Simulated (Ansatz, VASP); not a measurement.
## Hf in VASP and in Ansatz

```
Hf
1.0
    -1.78805    1.78805    1.78805
     1.78805   -1.78805    1.78805
     1.78805    1.78805   -1.78805
Hf
1
Direct
  0.00000 0.00000 0.00000
```

Alike in both runs: task single point; functional PBE; k mesh 16 × 16 × 16; occupations gaussian, width 0.1 eV; no spin polarisation.

|  | VASP | Ansatz |
| --- | --- | --- |
| version | VASP 6.6.1 | Ansatz 0.2.0 |
| potentials or method | VASP PAW PBE potentials, release 64 (Hf_pv), cutoff 520 eV | scalar-relativistic, plane waves, PAW |
| valence electrons in the cell | 10 | 26 |

Ansatz gave:

```
gap on the k mesh at the Fermi level (eV) : none
pressure (GPa)                            : -2.6
```

Question: What did VASP give for the same quantities?

Answer: gap on the k mesh at the Fermi level (eV): none; pressure (GPa): -2.9.

A gap of «none» marks a metal or a gap that the smearing closes. VASP's potentials hold 10 valence electrons a cell and Ansatz's 26, so a difference there can come from the potentials and not from the codes.

Spin-orbit coupling is off throughout.
